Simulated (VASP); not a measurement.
Crystal: Ta.

```
CELL_PARAMETERS angstrom
-1.61203 1.61203 1.61203
1.61203 -1.61203 1.61203
1.61203 1.61203 -1.61203
ATOMIC_POSITIONS crystal
Ta 0.00000 0.00000 0.00000
```

| Quantity | Value |
| --- | --- |
| Program | VASP 6.6.1 |
| Task | relaxation of cell and atoms |
| Functional | PBE |
| Potentials or basis | VASP PAW PBE potentials, release 64 (Ta_pv) |
| Cutoff | 600 eV |
| k mesh | 8 × 8 × 8 |
| Occupations | gaussian, width 0.1 eV |
| Spin | no spin polarisation |

At the start: pressure 18.8 GPa; volume 16.76 Å³/atom.

Where does the relaxation end?

Over 4 steps the energy falls by 74.1 meV/atom and the volume is 18.12 Å³/atom (+8.2 %); space group Im-3m (No. 229, to 0.05 Å).

Step by step:
```
step  energy change (eV)  largest force (eV/Å)  pressure (GPa)  volume (Å³)
   1              0.0000                0.0000           18.82        16.76
   2              0.2959                0.0000          -25.63        22.00
   3             -0.0737                0.0000           -1.23        18.22
   4             -0.0741                0.0000           -0.14        18.12
```

Final structure:
```cif
data_structure
_symmetry_space_group_name_H-M 'P 1'
_symmetry_Int_Tables_number 1
_cell_length_a 2.8660
_cell_length_b 2.8660
_cell_length_c 2.8660
_cell_angle_alpha 109.471
_cell_angle_beta 109.471
_cell_angle_gamma 109.471
_cell_volume 18.12
loop_
_atom_site_label
_atom_site_type_symbol
_atom_site_fract_x
_atom_site_fract_y
_atom_site_fract_z
_atom_site_occupancy
Ta1 Ta 0.00000 0.00000 0.00000 1
```
